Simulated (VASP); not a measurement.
# MnO: single point with PBE

MnO:

```
Mn O
1.0
     0.00000    2.22391    2.22391
     2.22391    0.00000    2.22391
     2.22391    2.22391    0.00000
Mn O
1 1
Direct
  0.00000 0.00000 0.00000
  0.50000 0.50000 0.50000
```

| Quantity | Value |
| --- | --- |
| Program | VASP 6.6.1 |
| Task | single point |
| Functional | PBE |
| Potentials or basis | VASP PAW PBE potentials, release 64 (Mn_pv, O) |
| Cutoff | 520 eV |
| k mesh | 9 × 9 × 9 |
| Occupations | fermi-dirac, width 0.05 eV |
| Spin | collinear spin, ferromagnetic start |
| Starting moments | [6.0, 0.0] μB |
| Fixed moment | 6 μB |

| Quantity | Value |
| --- | --- |
| Pressure | 37.7 GPa |
| Net moment | 6.00 μB per cell |
| Site moments | Mn +4.64; O +0.76 μB |
| Valence electrons inside the program's atomic spheres | Mn 11.39; O 4.93 |

Run time: 14 s on 1 thread of Intel(R) Xeon(R) Platinum 8488C (Sapphire Rapids) (shared host), peak memory 0.15 GiB.

Caveat: the total moment is fixed, so each spin has its own Fermi level; a cell with one magnetic atom can't hold antiferromagnetic order, which such compounds often take.
